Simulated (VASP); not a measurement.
# Ti2Al6H in VASP: a series of runs

Runs on Ti2Al6H. Level: PBE+D3(BJ). Tasks: single point.

All numbers are computed with VASP 6.6.1; they aren't measurements. Logs are shortened: lines on timing, memory, paths and dates and some standing lists are left out, and cuts for length are marked.

### Step 1. The cell of the first run

The cell holds a slab with vacuum, 9 atoms: a = 5.024 Å, b = 5.024 Å, c = 21.219 Å, α = 90.00°, β = 90.00°, γ = 64.55°.

### Step 2. Single point, PBE+D3(BJ)

Input file INCAR:

```
ALGO     = Normal         # electronic algorithm
DIPOL    = 0.5 0.5 0.308
EDIFF    = 1E-6           # SCF threshold, eV
ENCUT    = 520            # plane-wave cutoff, eV
GGA      = PE             # functional
IDIPOL   = 3            
ISIF     = 2              # what is computed and relaxed
ISMEAR   = 0              # smearing method
IVDW     = 12             # dispersion correction
LASPH    = T              # aspherical terms in the spheres
LCHARG   = T              # write CHGCAR
LDIPOL   = T            
LELF     = T              # ELF
LREAL    = F              # projectors in reciprocal space
LVACPOTAV= T            
LVHAR    = T            
LWAVE    = F              # write WAVECAR
NBANDS   = 32             # bands
NELM     = 60             # most SCF steps
PREC     = Accurate       # precision mode
SIGMA    = 0.1            # smearing width, eV
```

Input file KPOINTS:

```
k-points
0
Gamma
  6 6 1
```

Input file POSCAR:

```
Ti2Al6H
1.0
    5.0241861190      0.0000000000      0.0000000000
    2.1588814530      4.5367033218      0.0000000000
    0.0000000000      0.0000000000     21.2187109014
Al Ti H
6 2 1
Direct
    0.5000000000      0.0000000000      0.1885128658
    0.0000000000      0.5000000000      0.1885128658
    0.0000000000      0.0000000000      0.2517328341
    0.0000000000      0.5000000000      0.3193548961
    0.5000000000      0.0000000000      0.3193548961
    0.5000000000      0.5000000000      0.3826203646
    0.5000000000      0.5000000000      0.2517328341
    0.0000000000      0.0000000000      0.3797002555
    0.6666666667      1.0000000000      0.4863024408
```

Potentials or basis: VASP PAW PBE potentials, release 64 (Al, Ti_sv, H).

Started as:

```sh
cat potpaw_PBE.64/Al/POTCAR potpaw_PBE.64/Ti_sv/POTCAR potpaw_PBE.64/H/POTCAR > POTCAR
mpirun -np 1 vasp_std > vasp.out
```

OUTCAR:

```text
EDIFF = 1E-6
   ENCUT = 520
   GGA = PE
   ISIF = 2
   ISMEAR = 0
   IVDW = 12
   LASPH = T
   LREAL = F
   NELM = 60
   PREC = Accurate
 IVDW          = 12

 ion  position               nearest neighbor table
   1  0.500  0.000  0.189-   2 2.68   2 2.68   5 2.78   7 2.85   7 2.85   3 2.85   3 2.85
   2  0.000  0.500  0.189-   1 2.68   1 2.68   4 2.78   3 2.85   3 2.85   7 2.85   7 2.85
   3  0.000  0.000  0.252-   7 2.68   7 2.68   8 2.72   2 2.85   2 2.85   1 2.85   1 2.85   4 2.89
                             4 2.89   5 2.89   5 2.89
   4  0.000  0.500  0.319-   5 2.68   5 2.68   2 2.78   8 2.82   8 2.82   6 2.85   6 2.85   3 2.89
                             3 2.89   7 2.89   7 2.89
   5  0.500  0.000  0.319-   4 2.68   4 2.68   1 2.78   8 2.82   8 2.82   6 2.85   6 2.85   7 2.89
                             7 2.89   3 2.89   3 2.89
   6  0.500  0.500  0.383-   8 2.68   8 2.68   7 2.78   5 2.85   5 2.85   4 2.85   4 2.85
   7  0.500  0.500  0.252-   3 2.68   3 2.68   6 2.78   1 2.85   1 2.85   2 2.85   2 2.85   5 2.89
                             5 2.89   4 2.89   4 2.89
   8  0.000  0.000  0.380-   6 2.68   6 2.68   3 2.72   4 2.82   4 2.82   5 2.82   5 2.82
   9  0.667  0.000  0.486-

  LATTYP: Found a base centered orthorhombic cell.
 ALAT       =     5.3657849248
 B/A-ratio  =     1.5833231892
 C/A-ratio  =     3.9544467769

  Lattice vectors:

 A1 = (  -2.1588814530,  -4.5367033218,   0.0000000000)
 A2 = (   5.0241861190,   0.0000000000,   0.0000000000)
 A3 = (   0.0000000000,   0.0000000000,  21.2187109014)

Analysis of symmetry for initial positions (statically):
=====================================================================
 Subroutine PRICEL returns:
 Original cell was already a primitive cell.

 Routine SETGRP: Setting up the symmetry group for a
 base centered orthorhombic supercell.

 Subroutine GETGRP returns: Found  1 space group operations
 (whereof  1 operations were pure point group operations)
 out of a pool of  8 trial point group operations.

The static configuration has the point symmetry C_1 .

Analysis of symmetry for dynamics (positions and initial velocities):
=====================================================================
 Subroutine PRICEL returns:
 Original cell was already a primitive cell.

 Routine SETGRP: Setting up the symmetry group for a
 base centered orthorhombic supercell.

 Subroutine GETGRP returns: Found  1 space group operations
 (whereof  1 operations were pure point group operations)
 out of a pool of  8 trial point group operations.

The dynamic configuration has the point symmetry C_1 .

 Subroutine INISYM returns: Found  1 space group operations
 (whereof  1 operations are pure point group operations),
 and found     1 'primitive' translations

----------------------------------------------------------------------------------------

                                     Primitive cell

  volume of cell :     483.6432

  direct lattice vectors                    reciprocal lattice vectors
     5.024186119  0.000000000  0.000000000     0.199037212 -0.094715858  0.000000000
     2.158881453  4.536703322  0.000000000     0.000000000  0.220424376  0.000000000
     0.000000000  0.000000000 21.218710901     0.000000000  0.000000000  0.047128216

  length of vectors
     5.024186119  5.024186119 21.218710901     0.220424376  0.220424376  0.047128216

  position of ions in fractional coordinates (direct lattice)
     0.500000000  0.000000000  0.188512866
     1.000000000  0.500000000  0.188512866
     0.000000000  0.000000000  0.251732834
     1.000000000  0.500000000  0.319354896
     0.500000000  0.000000000  0.319354896
     0.500000000  0.500000000  0.382620365
     0.500000000  0.500000000  0.251732834
     0.000000000  0.000000000  0.379700255
     0.666666667  0.000000000  0.486302441

  ion indices of the primitive-cell ions
   primitive index   ion index
                 1           1
                 2           2
                 3           3
                 4           4
                 5           5
                 6           6
                 7           7
                 8           8
                 9           9

----------------------------------------------------------------------------------------

 KPOINTS: k-points

Automatic generation of k-mesh.
 Grid dimensions read from file:
 generate k-points for:    6    6    1

 Generating k-lattice:

  Cartesian coordinates                     Fractional coordinates (reciprocal lattice)
     0.033172869 -0.015785976  0.000000000     0.166666667 -0.000000000  0.000000000
     0.000000000  0.036737396  0.000000000     0.000000000  0.166666667  0.000000000
     0.000000000  0.000000000  0.047128216     0.000000000  0.000000000  1.000000000

  Length of vectors
     0.036737396  0.036737396  0.047128216

  Shift w.r.t. Gamma in fractional coordinates (k-lattice)
     0.000000000  0.000000000  0.000000000

[... 34 lines left out ...]
   EDIFF  = 0.1E-05   stopping-criterion for ELM
   LREAL  =      F    real-space projection
   EDIFFG = 0.1E-04   stopping-criterion for IOM
   NSW    =      0    number of steps for IOM
   IBRION =     -1    ionic relax: 0-MD 1-quasi-New 2-CG
   NFREE  =      0    steps in history (QN), initial steepest desc. (CG)
   ISIF   =      2    stress and relaxation
   ISYM   =      2    0-nonsym 1-usesym 2-fastsym
   POTIM  = 0.5000    time-step for ionic-motion
   TEBEG  =    0.0;   TEEND  =   0.0 temperature during run
   PSTRESS=    0.0 pullay stress
   NELECT =      43.0000    total number of electrons
   NUPDOWN=      -1.0000    fix difference up-down
   EMIN   =  10.00;   EMAX   =-10.00  energy-range for DOS
   EFERMI =   0.00;   METHOD = LEGACY
   ISMEAR =     0;   SIGMA  =   0.10  broadening in eV -4-tet -1-fermi 0-gaus
   EFERMI_NEDOS =   21; number of points for ismear=-14 and -15
   IALGO  =     38    algorithm
   IMIX   =      4    mixing-type and parameters
     AMIX     =   0.40;   BMIX     =  1.00
     AMIX_MAG =   1.60;   BMIX_MAG =  1.00
  volume/ion in A,a.u.               =      53.74       362.64
  Fermi-wavevector in a.u.,A,eV,Ry     =   0.730672  1.380770  7.263905  0.533882
  Thomas-Fermi vector in A             =   1.822700
   LORBIT       =      0    0 simple, 1 ext, 2 COOP (PROOUT), +10 PAW based schemes
   GGA     = PE    functional components
   LHFCALC =     F    Hartree Fock is set to
   AEXX    =    0.0000 exact exchange contribution
   IVDW    =    12    specifies the selected vdW correction
   LEPSILON=     F    determine dielectric tensor
   LRPA    =     F    only Hartree local field effects (RPA)
 non-spin polarized calculation
 Gauss-broadening in eV      SIGMA  =   0.10
  energy-cutoff  :      520.00
  volume of cell :      483.64
 maximum number of plane-waves:     13072
 NGX is ok and might be reduce to    40
   NGX = 19   NGY = 19   NGZ = 79

 dipolmoment           0.000000      0.000000     -0.037894 electrons x Angstroem

 number of electron      43.0000009 magnetization

 dipolmoment           0.000000      0.000000      0.207504 electrons x Angstroem

 Free energy of the ion-electron system (eV)
  ---------------------------------------------------
  ext. energy  EPLUGINS =         0.00000000
  ---------------------------------------------------
  free energy    TOTEN  =       -37.92596568 eV

  energy without entropy =      -37.89875744  energy(sigma->0) =      -37.91236156

 E-fermi :  -1.3814     XC(G=0):  -3.9920

 val. band max:       -1.4065173549   @ k =  -0.3333   0.1667   0.0000
 cond. band min:      -1.3664736350   @ k =   0.3333   0.0000   0.0000
 fundamental gap:      0.0400437199
 Fermi energy:        -1.3813798421

 k-point     1 :       0.0000    0.0000    0.0000
  band No.  band energies     occupation
      1     -58.3532      2.00000
      2     -58.0174      2.00000
      3     -34.7402      2.00000
      4     -34.6233      2.00000
      5     -34.5076      2.00000
      6     -34.4382      2.00000
[... 24 lines left out ...]
     31       1.2567      0.00000
     32       1.4569      0.00000
[... 634 lines left out ...]
      2     -58.0174      2.00000
      3     -34.7403      2.00000
      4     -34.6241      2.00000
      5     -34.5080      2.00000
      6     -34.4379      2.00000
[... 24 lines left out ...]
     31       1.8715      0.00000
     32       2.0131      0.00000

------------------------ aborting loop because EDIFF is reached ----------------------------------------

 Edisp (eV)   -2.05300

 E8    (eV) :    -0.9740

  FORCE on cell =-STRESS in cart. coord.  units (eV):
  Direction    XX          YY          ZZ          XY          YZ          ZX
  --------------------------------------------------------------------------------------
  -------------------------------------------------------------------------------------
  Total      -5.50904    -3.18855    -4.31748    -1.91460     0.58984     0.98587
  in kB     -18.24995   -10.56278   -14.30261    -6.34254     1.95396     3.26591
  external pressure =      -14.37 kB  Pullay stress =        0.00 kB

 VOLUME and BASIS-vectors are now :
 -----------------------------------------------------------------------------
  energy-cutoff  :      520.00
  volume of cell :      483.64
      direct lattice vectors                 reciprocal lattice vectors
     5.024186119  0.000000000  0.000000000     0.199037212 -0.094715858  0.000000000
     2.158881453  4.536703322  0.000000000     0.000000000  0.220424376  0.000000000
     0.000000000  0.000000000 21.218710901     0.000000000  0.000000000  0.047128216

 POSITION                                       TOTAL-FORCE (eV/Angst)
 -----------------------------------------------------------------------------------
      2.51209      0.00000      4.00000        -0.011767      0.036837      0.486668
      1.07944      2.26835      4.00000         0.021283     -0.010982      0.516041
      0.00000      0.00000      5.34145         0.015246     -0.013612     -0.584573
      1.07944      2.26835      6.77630        -0.024815      0.009226      0.049506
      2.51209      0.00000      6.77630         0.036262     -0.003551     -0.198587
      3.59153      2.26835      8.11871         0.028635     -0.171567      0.384838
      3.59153      2.26835      5.34145         0.037547     -0.043358     -0.421836
      0.00000      0.00000      8.05675        -0.624340     -0.049686      1.167030
      3.34946      0.00000     10.31871         0.521948      0.246694     -1.399087
 -----------------------------------------------------------------------------------
    total drift:                                0.000023      0.000005     -0.000141

  FREE ENERGIE OF THE ION-ELECTRON SYSTEM (eV)
  ---------------------------------------------------
  free  energy   TOTEN  =       -39.9789611322 eV

  energy  without entropy=      -39.9517528932  energy(sigma->0) =      -39.96535701

 vacuum level on the upper side and lower side of the slab         4.448         2.801
```

Wall time 13 min (1 thread of Intel Xeon 6975P-C, shared host); peak memory 0.7 GiB.

What came out:

```
Free energy                : -39.9790 eV
Largest force              : 1.514 eV/Å
Dispersion energy per atom : -0.228 eV
```

Forces in eV/Å, atoms in the order of the input:
```
Al  -0.012  0.037  0.487
Al   0.021 -0.011  0.516
Al   0.015 -0.014 -0.585
Al  -0.025  0.009  0.050
Al   0.036 -0.004 -0.199
Al   0.029 -0.172  0.385
Ti   0.038 -0.043 -0.422
Ti  -0.624 -0.050  1.167
H    0.522  0.247 -1.399
```

### Step 3. Single point, PBE+D3(BJ)

INCAR, as its differences from that of step 2:

```diff
@@ -10,11 +10,8 @@
 LASPH    = T              # aspherical terms in the spheres
-LCHARG   = T              # write CHGCAR
+LCHARG   = F              # write CHGCAR
 LDIPOL   = T            
-LELF     = T              # ELF
 LREAL    = F              # projectors in reciprocal space
-LVACPOTAV= T            
-LVHAR    = T            
 LWAVE    = F              # write WAVECAR
 NBANDS   = 32             # bands
-NELM     = 60             # most SCF steps
+NELM     = 100            # most SCF steps
 PREC     = Accurate       # precision mode
```

KPOINTS is that of step 2.

POSCAR, as its differences from that of step 2:

```diff
@@ -16,2 +16,2 @@
     0.0000000000      0.0000000000      0.3797002555
-    0.6666666667      1.0000000000      0.4863024408
+    0.5000000000      0.6666666667      0.4863024408
```

Potentials or basis: VASP PAW PBE potentials, release 64 (Al, Ti_sv, H).

Started as:

```sh
cat potpaw_PBE.64/Al/POTCAR potpaw_PBE.64/Ti_sv/POTCAR potpaw_PBE.64/H/POTCAR > POTCAR
mpirun -np 1 vasp_std > vasp.out
```

It took 6.1 min on 1 thread of Intel Xeon 6975P-C (Granite Rapids), shared host; peak memory 0.68 GiB.

The run converged. Its results:

| Item | Value |
| --- | --- |
| Free energy | -40.3503 eV |
| Largest force | 1.884 eV/Å |
| Dispersion energy per atom | -0.228 eV |

Forces in eV/Å, atoms in the order of the input:
```
Al   0.009 -0.091  0.574
Al  -0.076  0.031  0.577
Al  -0.037  0.033 -0.506
Al   0.071 -0.008  0.027
Al   0.022  0.054 -0.091
Al   0.228  0.267  0.907
Ti   0.042  0.106 -0.176
Ti   0.228 -0.088  0.482
H   -0.486 -0.305 -1.795
```

Levels at points of the mesh, in eV from the Fermi level:
```csv
k point,band 19,band 20,band 21,band 22,band 23,band 24
"(0.00, 0.00, 0.00)",-1.13,-1.09,-0.46,-0.29,-0.16,0.58
"(0.50, 0.00, 0.00)",-0.65,-0.31,-0.09,0.22,0.52,0.80
"(0.00, 0.50, 0.00)",-0.64,-0.30,-0.10,0.18,0.39,0.77
"(0.50, 0.50, 0.00)",-0.52,-0.36,0.10,0.21,0.51,0.57
```

### Step 4. Single point, PBE+D3(BJ)

Input file INCAR:

```
PREC = Accurate
ENCUT = 520
EDIFF = 1E-7
ISMEAR = 0
SIGMA = 0.1
LREAL = False
LASPH = True
NELM = 80
ALGO = Normal
ISIF = 2
LWAVE = False
LCHARG = False
LDIPOL = True
IDIPOL = 3
DIPOL = 0.5 0.5 0.308
GGA = PE
IVDW = 12
NBANDS = 32
```

Input file KPOINTS:

```
Automatic mesh
0
Gamma
  6 6 1
```

POSCAR, as its differences from that of step 3:

```diff
@@ -16,2 +16,2 @@
     0.0000000000      0.0000000000      0.3797002555
-    0.5000000000      0.6666666667      0.4863024408
+    0.6666666667      0.8333333333      0.4863024408
```

Started as:

```sh
cat potpaw_PBE.64/Al/POTCAR potpaw_PBE.64/Ti_sv/POTCAR potpaw_PBE.64/H/POTCAR > POTCAR
mpirun -np 1 vasp_std > vasp.out
```

Wall time 6.9 min (1 thread of Intel Xeon 6975P-C (Granite Rapids), shared host); peak memory 0.69 GiB.

It converged, with:

```
Free energy                : -39.7247 eV
Largest force              : 1.148 eV/Å
Dispersion energy per atom : -0.228 eV
```

Forces on the atoms (eV/Å):
```
Al  -0.006 -0.037  0.480
Al  -0.038  0.008  0.503
Al   0.006  0.016 -0.578
Al   0.050 -0.010 -0.007
Al   0.031  0.037 -0.166
Al   0.104  0.047  0.435
Ti   0.109  0.063 -0.369
Ti  -0.339 -0.184  0.845
H    0.082  0.061 -1.144
```

Levels at points of the mesh, in eV from the Fermi level:
| k point | band 17 | band 18 | band 19 | band 20 | band 21 | band 22 | band 23 | band 24 | band 25 | band 26 |
| --- | --- | --- | --- | --- | --- | --- | --- | --- | --- | --- |
| (0.00, 0.00, 0.00) | -1.46 | -1.17 | -1.12 | -1.06 | -0.49 | -0.20 | -0.18 | 0.71 | 0.82 | 1.70 |
| (0.50, 0.00, 0.00) | -1.53 | -1.03 | -0.67 | -0.32 | -0.13 | 0.11 | 0.25 | 0.75 | 0.98 | 1.20 |
| (0.00, 0.50, 0.00) | -1.60 | -0.83 | -0.67 | -0.39 | -0.15 | -0.07 | 0.27 | 0.75 | 0.94 | 1.16 |
| (0.50, 0.50, 0.00) | -1.99 | -0.81 | -0.70 | -0.40 | 0.12 | 0.25 | 0.50 | 0.60 | 0.73 | 0.91 |

### Step 5. Single point, PBE+D3(BJ)

Input file INCAR:

```
PREC     = Accurate       # precision mode
ENCUT    = 520            # plane-wave cutoff, eV
EDIFF    = 1E-6           # SCF threshold, eV
ISMEAR   = 0              # smearing method
SIGMA    = 0.1            # smearing width, eV
LREAL    = False          # projectors in reciprocal space
LASPH    = True           # aspherical terms in the spheres
NELM     = 60             # most SCF steps
ALGO     = Normal         # electronic algorithm
ISIF     = 2              # what is computed and relaxed
LWAVE    = False          # write WAVECAR
LCHARG   = True           # write CHGCAR
LDIPOL   = True         
IDIPOL   = 3            
DIPOL    = 0.5 0.5 0.308
GGA      = PE             # functional
IVDW     = 12             # dispersion correction
LELF     = True           # ELF
LVHAR    = True         
LVACPOTAV= True         
NBANDS   = 32             # bands
```

Input file KPOINTS:

```
regular mesh
0
Gamma
  6 6 1
```

POSCAR, as its differences from that of step 4:

```diff
@@ -16,2 +16,2 @@
     0.0000000000      0.0000000000      0.3797002555
-    0.6666666667      0.8333333333      0.4863024408
+    0.6666666667      1.1666666667      0.4863024408
```

Started as:

```sh
cat potpaw_PBE.64/Al/POTCAR potpaw_PBE.64/Ti_sv/POTCAR potpaw_PBE.64/H/POTCAR > POTCAR
mpirun -np 1 vasp_std > vasp.out
```

Wall time 6.4 min (1 thread of Intel Xeon 6975P-C (Granite Rapids), shared host); peak memory 0.68 GiB.

It converged, with:

```
Free energy                : -40.3642 eV
Largest force              : 1.845 eV/Å
Dispersion energy per atom : -0.228 eV
```

Forces on the atoms (eV/Å):
```
Al  -0.019  0.068  0.535
Al   0.040 -0.017  0.558
Al   0.041 -0.044 -0.568
Al  -0.061 -0.003  0.052
Al   0.000 -0.018 -0.159
Al   0.039 -0.296  0.557
Ti   0.020 -0.127 -0.366
Ti  -0.520  0.202  1.162
H    0.459  0.236 -1.771
```

Levels at points of the mesh, in eV from the Fermi level:
| k point | band 18 | band 19 | band 20 | band 21 | band 22 | band 23 | band 24 | band 25 |
| --- | --- | --- | --- | --- | --- | --- | --- | --- |
| (0.00, 0.00, 0.00) | -1.13 | -1.10 | -1.03 | -0.44 | -0.35 | -0.15 | 0.61 | 1.21 |
| (0.50, 0.00, 0.00) | -1.24 | -0.63 | -0.27 | -0.10 | 0.24 | 0.31 | 0.81 | 0.96 |
| (0.00, 0.50, 0.00) | -1.11 | -0.62 | -0.26 | -0.16 | 0.03 | 0.34 | 0.79 | 1.00 |
| (0.50, 0.50, 0.00) | -1.47 | -0.54 | -0.34 | 0.19 | 0.34 | 0.54 | 0.63 | 0.81 |

### Step 6. Single point, PBE+D3(BJ)

Input file INCAR:

```
  ALGO = Normal
  DIPOL = 0.5 0.5 0.308
  EDIFF = 1E-6
  ENCUT = 520
  GGA = PE
  IDIPOL = 3
  ISIF = 2
  ISMEAR = 0
  IVDW = 12
  LASPH = True
  LCHARG = True
  LDIPOL = True
  LELF = True
  LREAL = False
  LVACPOTAV = True
  LVHAR = True
  LWAVE = False
  NBANDS = 32
  NELM = 60
  PREC = Accurate
  SIGMA = 0.1
```

Input file KPOINTS:

```
k-points
0
Gamma
  6 6 1
```

POSCAR, as its differences from that of step 5:

```diff
@@ -16,2 +16,2 @@
     0.0000000000      0.0000000000      0.3797002555
-    0.6666666667      1.1666666667      0.4863024408
+    0.8333333333      1.0000000000      0.4863024408
```

Potentials or basis: VASP PAW PBE potentials, release 64 (Al, Ti_sv, H).

Started as:

```sh
cat potpaw_PBE.64/Al/POTCAR potpaw_PBE.64/Ti_sv/POTCAR potpaw_PBE.64/H/POTCAR > POTCAR
mpirun -np 1 vasp_std > vasp.out
```

It took 7.3 min on 1 thread of Intel Xeon 6975P-C (Granite Rapids), shared host; peak memory 0.69 GiB.

The run converged. Its results:

* Free energy: -40.4326 eV
* Largest force: 1.876 eV/Å
* Dispersion energy per atom: -0.228 eV

Forces in eV/Å, atoms in the order of the input:
```
Al  -0.009  0.025  0.498
Al   0.011 -0.003  0.504
Al   0.002 -0.015 -0.565
Al  -0.010  0.022 -0.034
Al   0.041 -0.006 -0.133
Al   0.041 -0.166  0.365
Ti   0.026 -0.034 -0.572
Ti  -0.568 -0.023  1.742
H    0.466  0.199 -1.806
```

Levels at points of the mesh, in eV from the Fermi level:
```csv
k point,band 18,band 19,band 20,band 21,band 22,band 23,band 24,band 25
"(0.00, 0.00, 0.00)",-1.12,-1.04,-0.97,-0.43,-0.32,-0.13,0.92,1.23
"(0.50, 0.00, 0.00)",-0.81,-0.61,-0.22,-0.16,0.02,0.38,0.83,1.04
"(0.00, 0.50, 0.00)",-0.69,-0.60,-0.35,-0.16,-0.04,0.39,0.83,1.05
"(0.50, 0.50, 0.00)",-1.02,-0.44,-0.33,0.31,0.49,0.59,0.68,0.80
```
